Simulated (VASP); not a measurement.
Fe:

```
Fe
1.0
    -1.38528    1.38528    1.44300
     1.38528   -1.38528    1.44300
     1.38528    1.38528   -1.44300
Fe
1
Direct
  0.00000 0.00000 0.00000
```

Base run:

* Program: VASP 6.6.1
* Functional: PBE
* Potentials or basis: VASP PAW PBE potentials, release 64 (Fe)
* Cutoff: 520 eV
* k mesh: 11 × 11 × 11
* Occupations: fermi-dirac, width 0.05 eV
* Spin: collinear spin, ferromagnetic start
* Starting moments: [3.0] μB

Its results: pressure 6.3 GPa; net moment 2.21 μB per cell; site moments Fe +2.20 μB.

Question: The run is repeated on the same cell with these changes: functional from PBE to PBEsol; further incar settings from ALGO = Fast; EDIFF = 1e-07; NBANDS = 14 to ALGO = Normal; EDIFF = 1e-06; NBANDS = 14. What comes out?

Answer: Pressure -3.3 GPa; net moment 2.21 μB per cell; site moments Fe +2.19 μB.

Caveats: the PAW data sets were made with another functional, which shifts forces and pressure a little (some runs).
